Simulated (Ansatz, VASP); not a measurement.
**Sc in VASP and in Ansatz**

INCAR

```
PREC = Accurate
ENCUT = 520
EDIFF = 1E-7
ISMEAR = -1
SIGMA = 0.1
LREAL = False
LASPH = True
NELM = 100
ALGO = Normal
ISIF = 2
LWAVE = False
LCHARG = True
GGA = B5
ALDAX = 1.0
AGGAX = 1.0
AGGAC = 1.0
ALDAC = 0.0
LELF = True
LVHAR = True
NBANDS = 24
```

Contents of KPOINTS:

```
regular mesh
0
Gamma
  8 8 11
```

The input POSCAR:

```
Sc
1.0
    5.3573552129      0.0000000000      0.0000000000
   -2.6786776064      4.6396057114      0.0000000000
    0.0000000000      0.0000000000      3.3641663181
Sc
3
Direct
    1.0000000000      1.0000000000      0.0000000000
    0.3333333333      0.6666666667      0.5000000000
    0.6666666667      0.3333333333      0.5000000000
```

Input for Ansatz:

```yaml
crystal:
  lattice:
    - [5.3573552129, 0.0, 0.0]
    - [-2.6786776064, 4.6396057114, 0.0]
    - [0.0, 0.0, 3.3641663181]
  atoms:
    - { symbol: Sc, position: [1.0, 1.0, 0.0] }
    - { symbol: Sc, position: [0.3333333333, 0.6666666667, 0.5] }
    - { symbol: Sc, position: [0.6666666667, 0.3333333333, 0.5] }
hamiltonian:
  xc: blyp
  pseudopotentials:
    kind: paw
    azcp:
      Sc: "pseudopotentials/Sc.paw.azcp"
basis:
  ecutwfc: 420
  fft_grid_basis: typed
kpoints:
  mp_grid: { grid: [8, 8, 11], shift: [0, 0, 0] }
magnetization:
  spin_polarized: false
scf:
  occupations: { method: fermi_dirac, width: 0.1 }
  lower_state_search: "off"
output:
  stress: true
  write_density: true
  write_potential: true
  elf: true
  volumetric_format: npy
```

Alike in both runs: task single point; functional BLYP; k mesh 8 × 8 × 11; occupations fermi-dirac, width 0.1 eV; no spin polarisation.

|  | VASP | Ansatz |
| --- | --- | --- |
| version | VASP 6.6.1 | Ansatz 0.2.0 |
| potentials or method | VASP PAW PBE potentials, release 64 (Sc_sv), cutoff 520 eV | plane waves (420 eV) with PAW, scalar-relativistic |
| valence electrons in the cell | 33 | 33 |

```csv
,VASP,Ansatz,Ansatz less VASP
pressure (GPa),-4.7,-4.7,-0.01
```

VASP's potentials were made for PBE, not for BLYP. With one functional, cell and mesh, what is left measures potentials, basis and numerics.
